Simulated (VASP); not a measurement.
AlN: single point with r2SCAN

The system is AlN.

```
CELL_PARAMETERS angstrom
3.10670 0.00000 0.00000
-1.55335 2.69048 0.00000
0.44807 0.00000 4.97856
ATOMIC_POSITIONS crystal
Al 0.66191 0.33347 0.49998
Al 0.32843 0.66653 0.99998
N 0.67039 0.33111 0.88002
N 0.33927 0.66889 0.38002
```

* Program: VASP 6.6.1
* Task: single point
* Functional: r2SCAN
* Potentials or basis: VASP PAW PBE potentials, release 64 (Al, N)
* Cutoff: 520 eV
* k mesh: 9 × 9 × 6
* Occupations: gaussian, width 0.02 eV
* Spin: no spin polarisation

```json
{
  "Pressure": "-0.6 GPa",
  "Largest force": "0.007 eV/Å",
  "Band gap on the k mesh": "4.63 eV, direct"
}
```

Forces in eV/Å, atoms in the order of the input:
```
Al  -0.006 -0.003  0.001
Al  -0.006  0.003  0.001
N    0.006 -0.002 -0.001
N    0.006  0.002 -0.001
```

Stress tensor (GPa, compression positive):
```
 -2.55   0.00 -10.81
  0.00  -0.18   0.00
-10.81   0.00   0.88
```

Levels at points of the mesh, in eV from the valence-band top:
```
           k point  band 5  band 6  band 7  band 8  band 9  band 10  band 11  band 12
(0.00, 0.00, 0.00)   -1.03   -0.58   -0.41    0.00    4.63     7.34    11.15    11.78
(0.00, 0.00, 0.50)   -0.87   -0.87   -0.60   -0.60    6.95     6.95    11.10    11.10
```

Wall time 3.3 min on 1 thread of Intel Xeon 6975P-C (shared host), peak memory 0.22 GiB.

Caveat: the PAW data sets were made with another functional, which shifts forces and pressure a little. A k mesh can miss the band edges.
